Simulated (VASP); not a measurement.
# Os (P6_3/mmc) in VASP: a series of runs

The runs below take Os through single point, with r2SCAN.

Everything below comes from runs of VASP 6.6.1. Logs are shortened: lines on timing, memory, paths and dates and some standing lists are left out, and cuts for length are marked.

**1. The cell of the first run**

It takes space group P6_3/mmc (No. 194, hexagonal). Conventional cell: a = 2.739 Å, b = 2.739 Å, c = 4.314 Å, α = 90.00°, β = 90.00°, γ = 120.00°. Os (site symmetry -6m2) has 12 Os at 2.67 to 2.74 Å within 3.5 Å.

**2. Single point, r2SCAN**

POSCAR

```
Os
1.0
    2.7393806551      0.0000000000      0.0000000000
   -1.3696903275      2.3723732379      0.0000000000
    0.0000000000      0.0000000000      4.3138178725
Os
2
Direct
    0.3333333333      0.6666666667      0.2500000000
    0.6666666667      0.3333333333      0.7500000000
```

INCAR.step1

```
SYSTEM = Os
  PREC = Accurate
  ENCUT = 520
  ISMEAR = -1
  SIGMA = 0.1
  LREAL = .False.
  LASPH = .True.
  NELM = 80
  NBANDS = 15
  GGA = PE
  ALGO = Normal
  EDIFF = 1E-4
  LWAVE = .True.
  LCHARG = .False.
```

INCAR.step2

```
SYSTEM = Os
  PREC = Accurate
  ENCUT = 520
  EDIFF = 1E-6
  ISMEAR = -1
  SIGMA = 0.1
  LREAL = .False.
  LASPH = .True.
  NELM = 80
  ALGO = Normal
  ISIF = 2
  LWAVE = .False.
  LCHARG = .False.
  METAGGA = R2SCAN
  LMIXTAU = .True.
  NBANDS = 15
  ISTART = 1
```

KPOINTS

```
regular mesh
0
Gamma
  13 13 7
  0 0 0
```

Potentials or basis: VASP PAW PBE potentials, release 64 (Os).

On the command line:

```console
$ cat potpaw_PBE.64/Os/POTCAR > POTCAR
$ cp INCAR.step1 INCAR
$ mpirun -np 1 vasp_std > vasp.out
$ cp INCAR.step2 INCAR
$ mpirun -np 1 vasp_std > vasp.out
```

OUTCAR:

```text
SYSTEM = Os
   PREC = Accurate
   ENCUT = 520
   EDIFF = 1E-6
   ISMEAR = -1
   LREAL = .False.
   LASPH = .True.
   NELM = 80
   ISIF = 2
   METAGGA = R2SCAN
   ISTART = 1

 ion  position               nearest neighbor table
   1  0.333  0.667  0.250-   2 2.67   2 2.67   2 2.67   2 2.67   2 2.67   2 2.67
   2  0.667  0.333  0.750-   1 2.67   1 2.67   1 2.67   1 2.67   1 2.67   1 2.67

  LATTYP: Found a hexagonal cell.
 ALAT       =     2.7393806551
 C/A-ratio  =     1.5747420368

  Lattice vectors:

 A1 = (   2.7393806551,   0.0000000000,   0.0000000000)
 A2 = (  -1.3696903275,   2.3723732379,   0.0000000000)
 A3 = (   0.0000000000,   0.0000000000,   4.3138178725)

Analysis of symmetry for initial positions (statically):
=====================================================================
 Subroutine PRICEL returns:
 Original cell was already a primitive cell.

 Routine SETGRP: Setting up the symmetry group for a
 hexagonal supercell.

 Subroutine GETGRP returns: Found 24 space group operations
 (whereof 12 operations were pure point group operations)
 out of a pool of 24 trial point group operations.

The static configuration has the point symmetry D_3d.
 The point group associated with its full space group is D_6h.

Analysis of symmetry for dynamics (positions and initial velocities):
=====================================================================
 Subroutine PRICEL returns:
 Original cell was already a primitive cell.

 Routine SETGRP: Setting up the symmetry group for a
 hexagonal supercell.

 Subroutine GETGRP returns: Found 24 space group operations
 (whereof 12 operations were pure point group operations)
 out of a pool of 24 trial point group operations.

The dynamic configuration has the point symmetry D_3d.
 The point group associated with its full space group is D_6h.

 Subroutine INISYM returns: Found 24 space group operations
 (whereof 12 operations are pure point group operations),
 and found     1 'primitive' translations

----------------------------------------------------------------------------------------

                                     Primitive cell

  volume of cell :      28.0348

  direct lattice vectors                    reciprocal lattice vectors
     2.739380655  0.000000000  0.000000000     0.365046018  0.210759417  0.000000000
    -1.369690328  2.372373238  0.000000000     0.000000000  0.421518834  0.000000000
     0.000000000  0.000000000  4.313817872     0.000000000  0.000000000  0.231813217

  length of vectors
     2.739380655  2.739380655  4.313817872     0.421518834  0.421518834  0.231813217

  position of ions in fractional coordinates (direct lattice)
     0.333333333  0.666666667  0.250000000
     0.666666667  0.333333333  0.750000000

  ion indices of the primitive-cell ions
   primitive index   ion index
                 1           1
                 2           2

----------------------------------------------------------------------------------------

 KPOINTS: regular mesh

Automatic generation of k-mesh.
 Grid dimensions read from file:
 generate k-points for:   13   13    7

 Generating k-lattice:

  Cartesian coordinates                     Fractional coordinates (reciprocal lattice)
     0.028080463  0.016212263  0.000000000     0.076923077 -0.000000000  0.000000000
     0.000000000  0.032424526  0.000000000     0.000000000  0.076923077  0.000000000
     0.000000000  0.000000000  0.033116174     0.000000000  0.000000000  0.142857143

  Length of vectors
     0.032424526  0.032424526  0.033116174

  Shift w.r.t. Gamma in fractional coordinates (k-lattice)
     0.000000000  0.000000000  0.000000000

 Subroutine IBZKPT returns following result:
 ===========================================

 Found     84 irreducible k-points:

 Following reciprocal coordinates:
            Coordinates               Weight
  0.000000  0.000000  0.000000      1.000000
  0.076923 -0.000000  0.000000      6.000000
  0.153846  0.000000  0.000000      6.000000
  0.230769  0.000000  0.000000      6.000000
  0.307692  0.000000  0.000000      6.000000
  0.384615 -0.000000  0.000000      6.000000
[... 16 lines left out ...]
  0.076923 -0.000000  0.142857     12.000000
  0.153846  0.000000  0.142857     12.000000
 [... further k-points ...]
   k-points           NKPTS =     84   k-points in BZ     NKDIM =     84   number of bands    NBANDS=     15
   number of dos      NEDOS =    301   number of ions     NIONS =      2
   total plane-waves  NPLWV =  12800
   dimension x,y,z NGX =    20 NGY =   20 NGZ =   32
   dimension x,y,z NGXF=    40 NGYF=   40 NGZF=   64
   ions per type =               2
   NGX,Y,Z   is equivalent  to a cutoff of  12.14, 12.14, 12.33 a.u.
   NGXF,Y,Z  is equivalent  to a cutoff of  24.27, 24.27, 24.66 a.u.
 SYSTEM =  Os
   PREC   = accura    normal or accurate (medium, high low for compatibility)
   ISTART =      1    job   : 0-new  1-cont  2-samecut
   ICHARG =      0    charge: 1-file 2-atom 10-const
   ISPIN  =      1    spin polarized calculation?
   LNONCOLLINEAR =      F non collinear calculations
   LSORBIT =      F    spin-orbit coupling
   LASPH  =      T    aspherical Exc in radial PAW
   ENCUT  =  520.0 eV  38.22 Ry    6.18 a.u.   5.09  5.09  8.02*2*pi/ulx,y,z
   NELM   =     80;   NELMIN=  2; NELMDL=  0     # of ELM steps
   EDIFF  = 0.1E-05   stopping-criterion for ELM
   LREAL  =      F    real-space projection
   EDIFFG = 0.1E-04   stopping-criterion for IOM
   NSW    =      0    number of steps for IOM
   IBRION =     -1    ionic relax: 0-MD 1-quasi-New 2-CG
   NFREE  =      0    steps in history (QN), initial steepest desc. (CG)
   ISIF   =      2    stress and relaxation
   ISYM   =      2    0-nonsym 1-usesym 2-fastsym
   POTIM  = 0.5000    time-step for ionic-motion
   TEBEG  =    0.0;   TEEND  =   0.0 temperature during run
   PSTRESS=    0.0 pullay stress
   NELECT =      16.0000    total number of electrons
   NUPDOWN=      -1.0000    fix difference up-down
   EMIN   =  10.00;   EMAX   =-10.00  energy-range for DOS
   EFERMI =   0.00;   METHOD = LEGACY
   ISMEAR =    -1;   SIGMA  =   0.10  broadening in eV -4-tet -1-fermi 0-gaus
   EFERMI_NEDOS =   21; number of points for ismear=-14 and -15
   IALGO  =     38    algorithm
   IMIX   =      4    mixing-type and parameters
     AMIX     =   0.40;   BMIX     =  1.00
     AMIX_MAG =   1.60;   BMIX_MAG =  1.00
  volume/ion in A,a.u.               =      14.02        94.59
  Fermi-wavevector in a.u.,A,eV,Ry     =   1.357946  2.566145 25.089370  1.844017
  Thomas-Fermi vector in A             =   2.484821
   LORBIT       =      0    0 simple, 1 ext, 2 COOP (PROOUT), +10 PAW based schemes
   METAGGA = R2SCAN    functional components
   LHFCALC =     F    Hartree Fock is set to
   AEXX    =    0.0000 exact exchange contribution
   IVDW    =     0    specifies the selected vdW correction
   LEPSILON=     F    determine dielectric tensor
   LRPA    =     F    only Hartree local field effects (RPA)
 non-spin polarized calculation
  energy-cutoff  :      520.00
  volume of cell :       28.03
 maximum number of plane-waves:       769
   NGX = 11   NGY = 11   NGZ = 17

 number of electron      15.9999999 magnetization

 Free energy of the ion-electron system (eV)
  ---------------------------------------------------
  ext. energy  EPLUGINS =         0.00000000
  ---------------------------------------------------
  free energy    TOTEN  =      -106.02619367 eV

  energy without entropy =     -105.98920250  energy(sigma->0) =     -106.00769809

 E-fermi :   9.3049     XC(G=0): -15.3761

 val. band max:        9.2829456827   @ k =   0.3077   0.3077   0.2857
 cond. band min:       9.3890632381   @ k =   0.4615   0.0769   0.4286
 fundamental gap:      0.1061175554
 Fermi energy:         9.3048916647

 k-point     1 :       0.0000    0.0000    0.0000
  band No.  band energies     occupation
      1      -2.1834      2.00000
      2       1.1185      2.00000
      3       6.0633      2.00000
      4       6.0633      2.00000
      5       6.3734      2.00000
      6       6.9377      2.00000
      7       6.9377      2.00000
      8       7.5649      2.00000
      9       7.5649      2.00000
     10       9.2792      1.12769
     11      10.9757      0.00000
     12      10.9757      0.00000
     13      18.8173      0.00000
     14      23.9969      0.00000
     15      26.8563      0.00000

 k-point     2 :       0.0769   -0.0000    0.0000
  band No.  band energies     occupation
      1      -1.9342      2.00000
      2       1.3372      2.00000
      3       5.6024      2.00000
      4       6.2818      2.00000
      5       6.7345      2.00000
      6       6.8282      2.00000
      7       7.1411      2.00000
      8       7.2418      2.00000
      9       7.3918      2.00000
     10       8.3264      1.99989
     11      11.0952      0.00000
     12      12.3213      0.00000
     13      18.7965      0.00000
     14      24.5019      0.00000
     15      27.1727      0.00000

 k-point     3 :       0.1538    0.0000    0.0000
  band No.  band energies     occupation
      1      -1.2276      2.00000
      2       1.8995      2.00000
      3       4.9872      2.00000
      4       6.0705      2.00000
      5       6.4078      2.00000
      6       6.9204      2.00000
      7       6.9729      2.00000
      8       7.4019      2.00000
      9       7.6673      2.00000
     10       7.7318      2.00000
     11      11.3631      0.00000
     12      14.3873      0.00000
     13      18.6782      0.00000
     14      25.6240      0.00000
     15      27.7297      0.00000
[... 343 lines left out ...]
 k-point    23 :       0.0769   -0.0000    0.1429
  band No.  band energies     occupation
      1      -1.6744      2.00000
      2       1.3787      2.00000
      3       5.5679      2.00000
      4       6.0857      2.00000
      5       6.3453      2.00000
      6       6.4598      2.00000
      7       6.9524      2.00000
      8       7.7097      2.00000
      9       7.8463      2.00000
     10       8.0941      1.99999
     11      11.0994      0.00000
     12      11.9173      0.00000
     13      20.0013      0.00000
     14      24.0273      0.00000
     15      27.4266      0.00000

 k-point    24 :       0.1538    0.0000    0.1429
  band No.  band energies     occupation
      1      -0.9882      2.00000
      2       1.9659      2.00000
      3       5.0211      2.00000
      4       5.5475      2.00000
      5       6.2481      2.00000
      6       6.4894      2.00000
      7       7.2370      2.00000
      8       7.4139      2.00000
      9       7.7969      2.00000
     10       8.1321      1.99998
     11      11.3130      0.00000
     12      13.5329      0.00000
     13      19.9848      0.00000
     14      25.2486      0.00000
     15      27.4439      0.00000

 [... further k-points ...]

------------------------ aborting loop because EDIFF is reached ----------------------------------------

  FORCE on cell =-STRESS in cart. coord.  units (eV):
  Direction    XX          YY          ZZ          XY          YZ          ZX
  --------------------------------------------------------------------------------------
  -------------------------------------------------------------------------------------
  Total        0.1705025      0.1705025      0.1791094      0.0000000     -0.0000000      0.0000000
  in kB        9.7441540      9.7441540     10.2360354      0.0000000     -0.0000000      0.0000000
  external PRESSURE =       9.9081144 kB  Pullay stress =       0.0000000 kB

 VOLUME and BASIS-vectors are now :
 -----------------------------------------------------------------------------
  energy-cutoff  :      520.00
  volume of cell :       28.03
      direct lattice vectors                 reciprocal lattice vectors
     2.739380655  0.000000000  0.000000000     0.365046018  0.210759417  0.000000000
    -1.369690328  2.372373238  0.000000000     0.000000000  0.421518834  0.000000000
     0.000000000  0.000000000  4.313817872     0.000000000  0.000000000  0.231813217

 POSITION                                       TOTAL-FORCE (eV/Angst)
 -----------------------------------------------------------------------------------
     -0.00000      1.58158      1.07845        -0.000000     -0.000000      0.000000
      1.36969      0.79079      3.23536         0.000000      0.000000      0.000000
 -----------------------------------------------------------------------------------
    total drift:                                0.000000     -0.000000     -0.000000

  FREE ENERGIE OF THE ION-ELECTRON SYSTEM (eV)
  ---------------------------------------------------
  free  energy   TOTEN  =      -106.0261936745 eV

  energy  without entropy=     -105.9892024975  energy(sigma->0) =     -106.00769809
```

It took 2.2 min on 1 thread of Intel Xeon 8259CL, shared host; peak memory 0.16 GiB.

Results:

```
Free energy            : -106.0262 eV
Pressure               : 1.0 GPa
Band gap on the k mesh : zero (bands 8 and 9 overlap by 3.97 eV)
```

Caveat: the PAW data sets were made with another functional, which shifts forces and pressure a little; spin-orbit coupling is left out, which moves the levels of the heavy elements.

**3. Single point, r2SCAN**

POSCAR is that of step 2.

INCAR.step1

```
SYSTEM = Os
PREC     = Accurate       ! precision mode
ENCUT    = 520            ! plane-wave cutoff, eV
ISMEAR   = -1             ! smearing method
SIGMA    = 0.01           ! smearing width, eV
LREAL    = .FALSE.        ! projectors in reciprocal space
LASPH    = .TRUE.         ! aspherical terms in the spheres
NELM     = 100            ! most SCF steps
NBANDS   = 15             ! bands
GGA      = PE             ! functional
ALGO     = Normal         ! electronic algorithm
EDIFF    = 1E-4           ! SCF threshold, eV
LWAVE    = .TRUE.         ! write WAVECAR
LCHARG   = .FALSE.        ! write CHGCAR
```

INCAR.step2

```
SYSTEM = Os
PREC     = Accurate       ! precision mode
ENCUT    = 520            ! plane-wave cutoff, eV
EDIFF    = 1E-7           ! SCF threshold, eV
ISMEAR   = -1             ! smearing method
SIGMA    = 0.01           ! smearing width, eV
LREAL    = .FALSE.        ! projectors in reciprocal space
LASPH    = .TRUE.         ! aspherical terms in the spheres
NELM     = 100            ! most SCF steps
ALGO     = Normal         ! electronic algorithm
ISIF     = 2              ! what is computed and relaxed
LWAVE    = .FALSE.        ! write WAVECAR
LCHARG   = .FALSE.        ! write CHGCAR
METAGGA  = R2SCAN         ! meta-GGA
LMIXTAU  = .TRUE.       
NBANDS   = 15             ! bands
ISTART   = 1
```

KPOINTS

```
regular mesh
0
G
  13 13 7
  0 0 0
```

Potentials or basis: VASP PAW PBE potentials, release 64 (Os).

On the command line:

```console
$ cat potpaw_PBE.64/Os/POTCAR > POTCAR
$ cp INCAR.step1 INCAR
$ mpirun -np 1 vasp_std > vasp.out
$ cp INCAR.step2 INCAR
$ mpirun -np 1 vasp_std > vasp.out
```

It took 2.2 min on 1 thread of Intel Xeon 8259CL, shared host; peak memory 0.16 GiB.

The run converged. Its results:

| Item | Value |
| --- | --- |
| Free energy | -106.0085 eV |
| Pressure | 0.8 GPa |
| Band gap on the k mesh | zero (bands 8 and 9 overlap by 3.97 eV) |

Stress tensor (GPa, compression positive):
```
0.87 0.00 0.00
0.00 0.87 0.00
0.00 0.00 0.62
```

Levels at points of the mesh, in eV from the Fermi level:
```tsv
k point	band 4	band 5	band 6	band 7	band 8	band 9	band 10	band 11	band 12	band 13
(0.00, 0.00, 0.00)	-3.22	-2.90	-2.34	-2.34	-1.71	-1.71	0.00	1.70	1.70	9.54
```

Caveat: the PAW data sets were made with another functional, which shifts forces and pressure a little; spin-orbit coupling is left out, which moves the levels of the heavy elements.
